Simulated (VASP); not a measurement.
Si3N2: relaxation of cell and atoms with PBE

The system is Si3N2.

```
Si N
1.0
     4.22262    0.00000    0.00000
     0.00000    4.22262    0.00000
     0.00000    0.00000    3.22116
Si N
3 2
Direct
  0.50000 0.50000 0.00000
  0.00000 0.50000 0.75696
  0.50000 0.00000 0.24304
  0.50000 0.50000 0.50000
  0.00000 0.00000 0.50000
```

The cell was built from a structure type or drawn by symmetry, and may not be a known phase.

```
Program                : VASP 6.6.1
Task                   : relaxation of cell and atoms
Functional             : PBE
Potentials or basis    : VASP PAW PBE potentials, release 64 (Si, N)
Cutoff                 : 600 eV
k mesh                 : 4 × 4 × 6
Occupations            : gaussian, width 0.1 eV
Spin                   : no spin polarisation
Dipole correction      : no
Further INCAR settings : ALGO = Normal; EDIFF = 1e-06; IBRION = 2; EDIFFG = -0.04; NSW = 90; ISIF = 3
```

- Relaxed volume: 12.18 Å³/atom
- Relaxed cell: a = 3.546 Å, b = 3.546 Å, c = 4.843 Å, α = 90.00°, β = 90.00°, γ = 90.00°
- Space group after relaxing (to 0.1 Å): P-4m2 (No. 115)
- Pressure after relaxing: 0.0 GPa
- Largest force after relaxing: 0.016 eV/Å
- Band gap on the k mesh: zero (bands 11 and 12 overlap by 2.14 eV)

Forces on the atoms (eV/Å):
```
Si   0.000  0.000  0.000
Si   0.000  0.000 -0.016
Si   0.000  0.000  0.016
N    0.000  0.000  0.000
N    0.000  0.000  0.000
```

Stress tensor (GPa, compression positive):
```
-0.02  0.00  0.00
 0.00 -0.02  0.00
 0.00  0.00  0.16
```

Final structure:
```cif
data_structure
_symmetry_space_group_name_H-M 'P 1'
_symmetry_Int_Tables_number 1
_cell_length_a 3.5458
_cell_length_b 3.5458
_cell_length_c 4.8432
_cell_angle_alpha 90.000
_cell_angle_beta 90.000
_cell_angle_gamma 90.000
_cell_volume 60.89
loop_
_atom_site_label
_atom_site_type_symbol
_atom_site_fract_x
_atom_site_fract_y
_atom_site_fract_z
_atom_site_occupancy
Si1 Si 0.50000 0.50000 0.00000 1
Si2 Si 0.00000 0.50000 0.64619 1
Si3 Si 0.50000 0.00000 0.35381 1
N1 N 0.50000 0.50000 0.50000 1
N2 N 0.00000 0.00000 0.50000 1
```

Levels at points of the mesh, in eV from the Fermi level:
```csv
k point,band 7,band 8,band 9,band 10,band 11,band 12,band 13,band 14,band 15
"(0.00, 0.00, 0.00)",-3.82,-3.41,-3.41,-1.67,0.66,0.66,1.07,3.33,3.33
"(0.50, 0.00, 0.00)",-6.62,-6.61,-5.86,-4.33,1.28,1.36,2.28,4.67,5.42
"(0.50, 0.50, 0.00)",-5.15,-4.39,-4.39,-2.00,-2.00,0.30,0.30,0.96,4.10
"(0.00, 0.00, 0.50)",-4.07,-3.69,-3.47,-3.47,-1.24,-0.45,-0.45,2.83,3.98
"(0.50, 0.00, 0.50)",-6.60,-6.59,-3.19,-2.54,-1.70,0.42,1.84,3.73,4.63
"(0.50, 0.50, 0.50)",-5.41,-5.41,-2.00,-2.00,-1.94,-0.32,3.33,3.68,3.68
```

Run time: 100 s on 1 thread of Intel(R) Xeon(R) Platinum 8559C (Emerald Rapids), on a shared host, peak memory 0.18 GiB.

Caveat: the k points lie up to 0.44 Å⁻¹ apart in the final cell, too coarse for converged energies and pressures of a metal; a cell axis changed by over 15 % at a fixed basis, so the end point is rough.
